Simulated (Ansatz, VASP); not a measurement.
**Two plane-wave programs on CdO**

Contents of INCAR:

```
AGGAC = 1.0
AGGAX = 1.0
ALDAC = 0.0
ALDAX = 1.0
ALGO = Normal
EDIFF = 1E-6
ENCUT = 600
GGA = B5
GGA_COMPAT = F
ISIF = 2
ISMEAR = -4
LASPH = T
LCHARG = F
LREAL = F
LWAVE = F
NBANDS = 16
NELM = 120
PREC = Accurate
SIGMA = 0.1
```

KPOINTS

```
k-points
0
Gamma
  6 6 6
```

Contents of POSCAR:

```
CdO
1.0
    0.0000000000      2.3609927699      2.3609927699
    2.3609927699      0.0000000000      2.3609927699
    2.3609927699      2.3609927699      0.0000000000
Cd O
1 1
Direct
    0.0000000000      0.0000000000      0.0000000000
    0.5000000000      0.5000000000      0.5000000000
```

Input for Ansatz:

```yaml
crystal:
  lattice:
    - [0.0, 2.3609927699, 2.3609927699]
    - [2.3609927699, 0.0, 2.3609927699]
    - [2.3609927699, 2.3609927699, 0.0]
  atoms:
    - { symbol: Cd, position: [0.0, 0.0, 0.0] }
    - { symbol: O, position: [0.5, 0.5, 0.5] }
basis: {}
kpoints:
  mp_grid: { grid: [6, 6, 6] }
  band_path: { path: [[0, 0, 0], [0.5, 0, 0], [0.5, 0.5, 0.5]], npoints: 4 }
hamiltonian:
  xc: blyp
scf:
  occupations: { method: tetrahedron_uncorrected }
  lower_state_search: "off"
  max_iter: 30
  convergence: { dr2_threshold: "1e-6 eV" }
output:
  forces: true
  stress: true
  eigenvalues: true
```

Alike in both runs: task single point; functional BLYP; k mesh 6 × 6 × 6; no spin polarisation.

```csv
,VASP,Ansatz
version,VASP 6.6.1,Ansatz 0.2.0
potentials or method,"VASP PAW PBE potentials, release 64 (Cd, O)","scalar-relativistic, plane waves, PAW"
plane-wave cutoff (eV),600,420
occupations,tetrahedron,tetrahedron-uncorrected
valence electrons in the cell,18,26
```

```csv
,VASP,Ansatz,Ansatz less VASP
gap on the k mesh at the Fermi level (eV),none,none,-
pressure (GPa),10.7,9.3,-1.41
```

VASP's potentials were made for PBE, not for BLYP. A gap of «none» marks a metal or a gap that the smearing closes. VASP's potentials hold 18 valence electrons a cell and Ansatz's 26, so a difference there can come from the potentials and not from the codes. Ansatz's warnings: band table not solved further, force scf threshold loose, stress scf threshold loose.

The k mesh is coarse, so the values compare programs but aren't converged.
